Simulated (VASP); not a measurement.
Wanted: the native input for a VASP 6.6.1 run.

- Task: single point
- Functional: BLYP
- Dispersion: D4
- Potentials or basis: VASP PAW PBE potentials, release 64 (Hf_pv, O)
- Cutoff: 520 eV
- k mesh: 9 × 9 × 9
- Occupations: fermi-dirac, width 0.05 eV
- Spin: no spin polarisation
- Dipole correction: no
- Further INCAR settings: ALGO = Normal; EDIFF = 1e-07; NBANDS = 18

The structure of HfO2 lies in POSCAR:

```
HfO2
1.0
    0.0000000000      2.5052914730      2.5052914730
    2.5052914730      0.0000000000      2.5052914730
    2.5052914730      2.5052914730      0.0000000000
Hf O
1 2
Direct
    0.0000000000      0.0000000000      0.0000000000
    0.7500000000      0.7500000000      0.7500000000
    0.2500000000      0.2500000000      0.2500000000
```

The input as run:

INCAR

```
  PREC = Accurate
  ENCUT = 520
  EDIFF = 1E-7
  ISMEAR = -1
  SIGMA = 0.05
  LREAL = F
  LASPH = T
  NELM = 100
  ALGO = Normal
  ISIF = 2
  LWAVE = F
  LCHARG = F
  GGA = B5
  ALDAX = 1.0
  AGGAX = 1.0
  AGGAC = 1.0
  ALDAC = 0.0
  IVDW = 13
  VDW_S6 = 1.0
  VDW_S8 = 2.34076671
  VDW_A1 = 0.44488865
  VDW_A2 = 4.0933009
  NBANDS = 18
```

KPOINTS

```
Automatic mesh
0
Gamma
  9 9 9
```

Potentials or basis: VASP PAW PBE potentials, release 64 (Hf_pv, O).

Command:

```console
$ cat potpaw_PBE.64/Hf_pv/POTCAR potpaw_PBE.64/O/POTCAR > POTCAR
$ mpirun -np 1 vasp_std > vasp.out
```

It gave:

The pressure is 11.1 GPa. The band gap on the k mesh is 4.05 eV, indirect (least direct gap 4.22 eV). The dispersion energy per atom is -0.380 eV.

Caveat: the PAW data sets were made with another functional, which shifts forces and pressure a little; spin-orbit coupling is left out, which moves the levels of the heavy elements.

It took 22 s on 1 thread of Intel Xeon 6975P-C (shared host), peak memory 0.17 GiB.
